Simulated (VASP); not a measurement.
Write the native input for VASP 6.6.1 that does the following.

| Property | Result |
| --- | --- |
| Task | single point |
| Functional | PBE |
| Potentials or basis | VASP PAW PBE potentials, release 64 (B, P) |
| Cutoff | 520 eV |
| k mesh | 6 × 6 × 2 |
| Occupations | gaussian, width 0.01 eV |
| Spin | no spin polarisation |
| Dipole correction | no |
| Further INCAR settings | ALGO = Normal; EDIFF = 1e-06; NBANDS = 16 |

The structure of BP lies in POSCAR:

```
BP
1.0
    3.2039355360      0.0000000000      0.0000000000
   -1.6019677680      2.7746895663      0.0000000000
    0.0000000000      0.0000000000      8.4666271308
B P
2 2
Direct
    0.3333333333      0.6666666667      0.2500000000
    0.6666666667      0.3333333333      0.7500000000
    0.6666666667      0.3333333333      0.2500000000
    0.3333333333      0.6666666667      0.7500000000
```

One way to write it, as run:

INCAR

```
SYSTEM = BP
ALGO = Normal
EDIFF = 1E-6
ENCUT = 520
GGA = PE
ISIF = 2
ISMEAR = 0
LASPH = .TRUE.
LCHARG = .FALSE.
LREAL = .FALSE.
LWAVE = .FALSE.
NBANDS = 16
NELM = 80
PREC = Accurate
SIGMA = 0.01
```

KPOINTS

```
k-points
0
G
  6 6 2
  0 0 0
```

Potentials or basis: VASP PAW PBE potentials, release 64 (B, P).

Run with:

```sh
$ cat potpaw_PBE.64/B/POTCAR potpaw_PBE.64/P/POTCAR > POTCAR
$ mpirun -np 1 vasp_std > vasp.out
```

Results of the run:

```
Pressure               : 1.0 GPa
Band gap on the k mesh : 0.87 eV, direct
```

Caveat: this functional lacks dispersion, which binds the layers, so the pressure and a relaxed spacing across them are unreliable.

Run time: 5.9 s on 1 thread of Intel(R) Xeon(R) 6975P-C (Granite Rapids) (shared host), peak memory 0.17 GiB.
